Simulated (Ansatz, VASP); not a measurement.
LiNbP2: VASP beside Ansatz

```
Li Nb P
1.0
     3.62347    0.00000    0.00000
    -1.81173    3.13801    0.00000
     0.00000    0.00000    5.44208
Li Nb P
1 1 2
Direct
  0.00000 0.00000 0.00000
  0.00000 0.00000 0.50000
  0.33333 0.66667 0.23185
  0.33333 0.66667 0.76815
```

Alike in both runs: functional PBE; k mesh 12 × 12 × 8; occupations gaussian, width 0.1 eV; no spin polarisation.

Ansatz relaxed the structure, and its values are those at the end. VASP's run is a single point on that final structure, the one shown.

```csv
,VASP,Ansatz
version,VASP 6.6.1,Ansatz 0.2.0
potentials or method,"VASP PAW PBE potentials, release 64 (Li_sv, Nb_sv, P), cutoff 520 eV","scalar-relativistic, plane waves, PAW"
valence electrons in the cell,26,26
```

Ansatz gave:

* gap on the k mesh at the Fermi level (eV): none
* rms of the force components (eV/Å): 0.004

Q: Estimate VASP's values.

A: gap on the k mesh at the Fermi level (eV): none; rms of the force components (eV/Å): 0.009.

A gap of «none» marks a metal or a gap that the smearing closes. The functional is the same, so the differences come from potentials, cutoffs and numerics.

Noted on VASP's run: the cutoff is short for stress, so the pressure is rough.
